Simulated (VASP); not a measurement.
A run of VASP 6.6.1 is set up as follows.

Contents of POSCAR:

```
Y
1.0
    0.0000000000      2.2862000000      2.3856000000
    2.2862000000      0.0000000000      2.3856000000
    2.2862000000      2.2862000000      0.0000000000
Y
1
Direct
    0.0000000000      0.0000000000      0.0000000000
```

INCAR.step1

```
PREC     = Accurate       # precision mode
ENCUT    = 520            # plane-wave cutoff, eV
ISMEAR   = 0              # smearing method
SIGMA    = 0.15           # smearing width, eV
LREAL    = False          # projectors in reciprocal space
LASPH    = True           # aspherical terms in the spheres
NELM     = 80             # most SCF steps
NBANDS   = 12             # bands
GGA      = PE             # functional
ALGO     = Normal         # electronic algorithm
EDIFF    = 1E-4           # SCF threshold, eV
LWAVE    = True           # write WAVECAR
LCHARG   = False          # write CHGCAR
```

Contents of INCAR.step2:

```
PREC     = Accurate       # precision mode
ENCUT    = 520            # plane-wave cutoff, eV
EDIFF    = 1E-6           # SCF threshold, eV
ISMEAR   = 0              # smearing method
SIGMA    = 0.15           # smearing width, eV
LREAL    = False          # projectors in reciprocal space
LASPH    = True           # aspherical terms in the spheres
NELM     = 80             # most SCF steps
ALGO     = Normal         # electronic algorithm
ISIF     = 2              # what is computed and relaxed
LWAVE    = False          # write WAVECAR
LCHARG   = True           # write CHGCAR
METAGGA  = R2SCAN         # meta-GGA
LMIXTAU  = True         
LELF     = True           # ELF
LVHAR    = True         
NBANDS   = 12             # bands
ISTART   = 1
```

KPOINTS

```
regular mesh
0
Gamma
  16 16 16
```

Potentials or basis: VASP PAW PBE potentials, release 64 (Y_sv).

The run is started by

```bash
$ cat potpaw_PBE.64/Y_sv/POTCAR > POTCAR
$ cp INCAR.step1 INCAR
$ mpirun -np 1 vasp_std > vasp.out
$ cp INCAR.step2 INCAR
$ mpirun -np 1 vasp_std > vasp.out
```

(1) Predict the pressure.

## Answers

(1) 16.7 GPa.

Caveat: the cell differs from its parent crystal (strain -0.080 along x and y, -0.040 along z); the PAW data sets were made with another functional, which shifts forces and pressure a little.
